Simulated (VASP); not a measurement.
A run of VASP 6.6.1 is set up as follows.

INCAR

```
SYSTEM = SiO2
ALGO     = Normal         ! electronic algorithm
EDIFF    = 1E-6           ! SCF threshold, eV
ENCUT    = 600            ! plane-wave cutoff, eV
GGA      = PE             ! functional
GGA_COMPAT= .FALSE.      
ISIF     = 2              ! what is computed and relaxed
ISMEAR   = 0              ! smearing method
LASPH    = .TRUE.         ! aspherical terms in the spheres
LCHARG   = .FALSE.        ! write CHGCAR
LREAL    = .FALSE.        ! projectors in reciprocal space
LWAVE    = .FALSE.        ! write WAVECAR
NBANDS   = 25             ! bands
NELM     = 120            ! most SCF steps
PREC     = Accurate       ! precision mode
SIGMA    = 0.01           ! smearing width, eV
```

Contents of KPOINTS:

```
k-points
0
G
  4 4 4
  0 0 0
```

POSCAR

```
SiO2
1.0
   -2.8058995024      2.8087755226      2.3452081679
    2.8058995024     -2.8087755226      2.3452081679
    2.8058995024      2.8087755226     -2.3452081679
Si O
2 4
Direct
    0.2500000000      0.2500000000      0.0000000000
    0.7500000000      0.7500000000      0.0000000000
    0.1473070228      0.8524439467      0.9997509695
    0.6473070228      0.6475560533      0.2948630761
    0.3526929772      0.3524439467      0.7051369239
    0.8526929772      0.1475560533      0.0002490305
```

Potentials or basis: VASP PAW PBE potentials, release 64 (Si, O).

The run is started by

```sh
$ cat potpaw_PBE.64/Si/POTCAR potpaw_PBE.64/O/POTCAR > POTCAR
$ mpirun -np 1 vasp_std > vasp.out
```

Problem. Estimate the largest force.

Solution. 0.624 eV/Å.

Problem. Estimate the pressure.

Solution. 6.8 GPa.

Problem. What does it give for the band gap on the k mesh?

Solution. 4.98 eV (least direct gap 5.49 eV).

Stress tensor (GPa, compression positive):
```
5.80 0.00 0.00
0.00 5.80 0.00
0.00 0.00 8.76
```

Caveat: the k points lie up to 0.44 Å⁻¹ apart. PBE gaps usually lie below the measured ones, often by a third to a half.
